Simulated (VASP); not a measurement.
## Ti: relaxation of cell and atoms with PBEsol

The system is Ti.

```
Ti
1.0
    -1.55762    1.55762    1.55762
     1.55762   -1.55762    1.55762
     1.55762    1.55762   -1.55762
Ti
1
Cartesian
  0.0000 0.0000 0.0000
```

| Quantity | Value |
| --- | --- |
| Program | VASP 6.6.1 |
| Task | relaxation of cell and atoms |
| Functional | PBEsol |
| Potentials or basis | VASP PAW PBE potentials, release 64 (Ti_sv) |
| Cutoff | 600 eV |
| k mesh | 17 × 17 × 17 |
| Occupations | fermi-dirac, width 0.05 eV |
| Spin | no spin polarisation |
| Target pressure | 13 GPa |
| Dipole correction | no |
| Further INCAR settings | ALGO = Normal; EDIFF = 1e-07; IBRION = 2; EDIFFG = -0.005; NSW = 60; ISIF = 3 |

* Relaxed volume: 14.94 Å³/atom
* Relaxed cell: a = 2.687 Å, b = 2.687 Å, c = 2.687 Å, α = 109.47°, β = 109.47°, γ = 109.47°
* Space group after relaxing (to 0.05 Å): Im-3m (No. 229)
* Energy change on relaxing (the enthalpy is what falls): +13.2 meV/atom
* Ionic steps: 3
* Pressure after relaxing: 13.0 GPa
* Band gap on the k mesh: zero (band 6 reaches 10.72 eV, above the bottom of band 7 at 8.89 eV)

Step by step:
```csv
step,energy change (eV),largest force (eV/Å),pressure (GPa),volume (Å³)
1,0.0000,0.0000,11.28,15.12
2,0.0286,0.0000,14.80,14.76
3,0.0132,0.0000,13.00,14.94
```

Final structure:
```
Ti
1.0
    -1.55160    1.55160    1.55160
     1.55160   -1.55160    1.55160
     1.55160    1.55160   -1.55160
Ti
1
Direct
  0.00000 0.00000 0.00000
```

Levels at points of the mesh, in eV from the Fermi level:
| k point | band 2 | band 3 | band 4 | band 5 | band 6 | band 7 | band 8 | band 9 | band 10 |
| --- | --- | --- | --- | --- | --- | --- | --- | --- | --- |
| (0.00, 0.00, 0.00) | -31.75 | -31.75 | -31.75 | -6.24 | 1.11 | 1.11 | 1.11 | 3.24 | 3.24 |

Wall time 27 s on 1 thread of Intel(R) Xeon(R) 6975P-C (Granite Rapids), with other jobs on the host, peak memory 0.16 GiB.

Caveat: the cell is relaxed towards a set pressure, so the enthalpy falls and the energy may rise; the PAW data sets were made with another functional, which shifts forces and pressure a little.
